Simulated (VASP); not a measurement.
A run of VASP 6.6.1 is set up as follows.

POSCAR

```
NaHF2
1.0
    1.7131151908      0.9890675166      4.5703930746
   -1.7131151908      0.9890675166      4.5703930746
    0.0000000000     -1.9781350332      4.5703930746
Na H F
1 1 2
Direct
    0.0000000000      0.0000000000      0.0000000000
    0.5000000000      0.5000000000      0.5000000000
    0.5827828629      0.5827828629      0.5827828629
    0.4172171371      0.4172171371      0.4172171371
```

Contents of INCAR.step1:

```
SYSTEM = NaHF2
  ALGO = Normal
  EDIFF = 1E-4
  ENCUT = 520
  GGA = PE
  ISMEAR = 0
  LASPH = .TRUE.
  LCHARG = .FALSE.
  LREAL = .FALSE.
  LWAVE = .TRUE.
  NBANDS = 19
  NELM = 100
  PREC = Accurate
  SIGMA = 0.02
```

Contents of INCAR.step2:

```
SYSTEM = NaHF2
  ALGO = Normal
  EDIFF = 1E-6
  ENCUT = 520
  ISIF = 2
  ISMEAR = 0
  ISTART = 1
  LASPH = .TRUE.
  LCHARG = .FALSE.
  LMIXTAU = .TRUE.
  LREAL = .FALSE.
  LWAVE = .FALSE.
  METAGGA = R2SCAN
  NBANDS = 19
  NELM = 100
  PREC = Accurate
  SIGMA = 0.02
```

KPOINTS

```
k-points
0
G
  9 9 9
  0 0 0
```

Potentials or basis: VASP PAW PBE potentials, release 64 (Na_pv, H, F).

Launch:

```sh
$ cat potpaw_PBE.64/Na_pv/POTCAR potpaw_PBE.64/H/POTCAR potpaw_PBE.64/F/POTCAR > POTCAR
$ cp INCAR.step1 INCAR
$ mpirun -np 1 vasp_std > vasp.out
$ cp INCAR.step2 INCAR
$ mpirun -np 1 vasp_std > vasp.out
```

Task: Estimate the largest force.

Result: 0.107 eV/Å.

Task: What does it give for the band gap on the k mesh?

Result: 7.82 eV, indirect (least direct gap 7.91 eV).

Task: What does it give for the pressure?

Result: -0.3 GPa.

Forces on the atoms (eV/Å):
```
Na   0.000  0.000  0.000
H    0.000  0.000  0.000
F    0.000  0.000  0.107
F    0.000  0.000 -0.107
```

Caveat: the PAW data sets were made with another functional, which shifts forces and pressure a little. A k mesh can miss the band edges.
